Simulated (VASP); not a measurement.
Set up this calculation in VASP 6.6.1, as the native input.

```yaml
Task: single point
Functional: PBE
Potentials_or_basis: VASP PAW PBE potentials, release 64 (Be, Te)
Cutoff: 520 eV
k_mesh: 6 × 6 × 6
Occupations: gaussian, width 0.1 eV
Spin: no spin polarisation
Dipole_correction: no
Further_INCAR_settings: ALGO = Normal; EDIFF = 1e-06; NBANDS = 11
```

The structure of BeTe lies in POSCAR:

```
BeTe
1.0
   -1.8986050002      2.6547703065      1.9067199717
    1.8986050002     -2.6547703065      1.9067199717
    1.8986050002      2.6547703065     -1.9067199717
Be Te
1 1
Direct
    0.5000000000      0.0000000000      0.5000000000
    0.0000000000      0.0000000000      0.0000000000
```

These files were run (other wordings do the same):

INCAR

```
SYSTEM = BeTe
PREC = Accurate
ENCUT = 520
EDIFF = 1E-6
ISMEAR = 0
SIGMA = 0.1
LREAL = .False.
LASPH = .True.
NELM = 60
ALGO = Normal
ISIF = 2
LWAVE = .False.
LCHARG = .False.
GGA = PE
NBANDS = 11
```

KPOINTS

```
regular mesh
0
Gamma
  6 6 6
  0 0 0
```

Potentials or basis: VASP PAW PBE potentials, release 64 (Be, Te).

The run is started by

```bash
$ cat potpaw_PBE.64/Be/POTCAR potpaw_PBE.64/Te/POTCAR > POTCAR
$ mpirun -np 1 vasp_std > vasp.out
```

It gave:

```
Pressure               : 0.1 GPa
Band gap on the k mesh : zero (band 4 reaches 7.57 eV, above the bottom of band 5 at 6.26 eV)
```

Caveat: the k points lie up to 0.39 Å⁻¹ apart; spin-orbit coupling is left out, which moves the levels of the heavy elements.

It took 10 s on 1 thread of Intel(R) Xeon(R) 6975P-C (Granite Rapids) (shared host), peak memory 0.16 GiB.
